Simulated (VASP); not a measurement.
Runs of VASP 6.6.1 on NiO. The structure is that of space group F-43m (No. 216), or close to it. The cells are those of the table. 

```tsv
level	potentials or basis	cell	gap on the mesh (eV)	pressure (GPa)	moment (μB)	largest force (eV/Å)
PBE	VASP PAW PBE potentials, release 64 (Ni, O)	a = 3.241 Å, angles 60.0°, 2 atoms	none	-8.3	1.99	-
PBE	VASP PAW PBE potentials, release 64 (Ni, O)	a = 3.208 Å, angles 60.0°, 2 atoms	none	-4.7	1.96	-
PBE	VASP PAW PBE potentials, release 64 (Ni, O)	a = 3.138, b = 3.169 Å, angles 59.7, 60.7, 59.7°, 2 atoms	none	3.1	1.87	-
LDA	VASP PAW LDA potentials, release 64 (Ni, O)	a = 3.169 Å, angles 60.0°, 2 atoms	none	-15.5	1.60	-
PBE	VASP PAW PBE potentials, release 64 (Ni, O)	a = 3.169 Å, angles 60.0°, 2 atoms	none	0.8	1.91	0.59
PBE	VASP PAW PBE potentials, release 64 (Ni, O)	a = 3.173 Å, angles 60.0°, 2 atoms	none	-0.2	1.92	-
PBE	VASP PAW PBE potentials, release 64 (Ni, O)	a = 3.169, b = 3.185 Å, angles 59.8, 59.7, 59.8°, 2 atoms	none	0.2	1.91	0.07
PBE	VASP PAW PBE potentials, release 64 (Ni, O)	a = 3.126 Å, angles 60.0°, 2 atoms	none	6.3	1.81	-
PBEsol	VASP PAW PBE potentials, release 64 (Ni, O)	a = 3.169 Å, angles 60.0°, 2 atoms	none	(a)	(b)	-
PBE	VASP PAW PBE potentials, release 64 (Ni, O)	a = 3.190 Å, angles 60.0°, 2 atoms	none	-2.4	1.95	-
PBE	VASP PAW PBE potentials, release 64 (Ni, O)	a = 3.211 Å, angles 60.0°, 2 atoms	none	-4.9	1.97	-
```

Alike in all rows: task single point; spin collinear, ferromagnetic start; k mesh 12 × 12 × 12; cutoff (eV) 520; smearing gaussian 0.05 eV.

Q: Fill in the values left out.

A: (a) -8.1; (b) 1.82.

Caveats: a cell with one magnetic atom can't hold antiferromagnetic order, which such compounds often take; semilocal functionals often make such compounds metallic where correlation or magnetic order opens a gap, which also shifts bond lengths; the PAW data sets were made with another functional, which shifts forces and pressure a little (some runs).

A gap of «none» marks levels without a gap at the run's occupations.
